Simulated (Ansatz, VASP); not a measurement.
## Two plane-wave programs on Ta4Ge3

The input INCAR:

```
SYSTEM = Ta4Ge3
PREC = Accurate
ENCUT = 600
EDIFF = 1E-6
ISMEAR = 0
SIGMA = 0.2
LREAL = .False.
LASPH = .True.
NELM = 60
ALGO = Fast
ISIF = 3
LWAVE = .False.
LCHARG = .False.
GGA = PE
IBRION = 2
NSW = 36
EDIFFG = -0.08
```

The input KPOINTS:

```
regular mesh
0
Gamma
  3 3 3
  0 0 0
```

Contents of POSCAR:

```
Ta4Ge3
1.0
   -3.9050000000      3.9050000000      3.9050000000
    3.9050000000     -3.9050000000      3.9050000000
    3.9050000000      3.9050000000     -3.9050000000
Ta Ge
8 6
Direct
    0.8600000000      0.5000000000      0.0000000000
    0.5000000000      0.0000000000      0.3600000000
    0.5000000000      0.0000000000      0.8600000000
    0.0000000000      0.3600000000      0.5000000000
    0.6400000000      0.6400000000      0.6400000000
    0.0000000000      0.8600000000      0.5000000000
    0.3600000000      0.5000000000      0.0000000000
    0.1400000000      0.1400000000      0.1400000000
    0.1250000000      0.7500000000      0.8750000000
    0.8750000000      0.1250000000      0.7500000000
    0.7500000000      0.8750000000      0.1250000000
    0.2500000000      0.6250000000      0.3750000000
    0.6250000000      0.3750000000      0.2500000000
    0.3750000000      0.2500000000      0.6250000000
```

Input for Ansatz:

```yaml
crystal:
  lattice:
    - [-3.905, 3.905, 3.905]
    - [3.905, -3.905, 3.905]
    - [3.905, 3.905, -3.905]
  atoms:
    - { symbol: Ta, position: [0.86, 0.5, 0.0] }
    - { symbol: Ta, position: [0.5, 0.0, 0.36] }
    - { symbol: Ta, position: [0.5, 0.0, 0.86] }
    - { symbol: Ta, position: [0.0, 0.36, 0.5] }
    - { symbol: Ta, position: [0.64, 0.64, 0.64] }
    - { symbol: Ta, position: [0.0, 0.86, 0.5] }
    - { symbol: Ta, position: [0.36, 0.5, 0.0] }
    - { symbol: Ta, position: [0.14, 0.14, 0.14] }
    - { symbol: Ge, position: [0.125, 0.75, 0.875] }
    - { symbol: Ge, position: [0.875, 0.125, 0.75] }
    - { symbol: Ge, position: [0.75, 0.875, 0.125] }
    - { symbol: Ge, position: [0.25, 0.625, 0.375] }
    - { symbol: Ge, position: [0.625, 0.375, 0.25] }
    - { symbol: Ge, position: [0.375, 0.25, 0.625] }
basis:
  ecutwfc: 420
kpoints:
  mp_grid: { grid: [3, 3, 3] }
hamiltonian:
  xc: pbe
scf:
  occupations: { method: gaussian, width: 0.2 }
  lower_state_search: "off"
output:
  forces: true
  stress: true
  eigenvalues: true
relax:
  adjacent_minimum: "off"
  f_tol: 0.08
  max_steps: 16
  cell: { stress_tol: 0.8 }
```

Alike in both runs: task relaxation of cell and atoms; functional PBE; k mesh 3 × 3 × 3; occupations gaussian, width 0.2 eV; no spin polarisation.

```csv
,VASP,Ansatz
version,VASP 6.6.1,Ansatz 0.2.0
potentials or method,"VASP PAW PBE potentials, release 64 (Ta_pv, Ge_d), cutoff 600 eV","scalar-relativistic, plane waves, PAW"
valence electrons in the cell,172,188
```

|  | VASP | Ansatz | Ansatz less VASP |
| --- | --- | --- | --- |
| gap on the k mesh at the Fermi level, each at its own relaxed structure (eV) | none | none | - |
| relaxed volume (Å³/atom) | 17.34 | 17.23 | -0.109 |
| relaxed cell length with the largest relative difference (Å) | 6.806 | 6.792 | -0.0142 |

A gap of «none» marks a metal or a gap that the smearing closes. VASP's potentials hold 172 valence electrons a cell and Ansatz's 188, so a difference there can come from the potentials and not from the codes.

The k mesh is coarse, so the values compare programs but aren't converged. Neither program's run includes spin-orbit coupling.
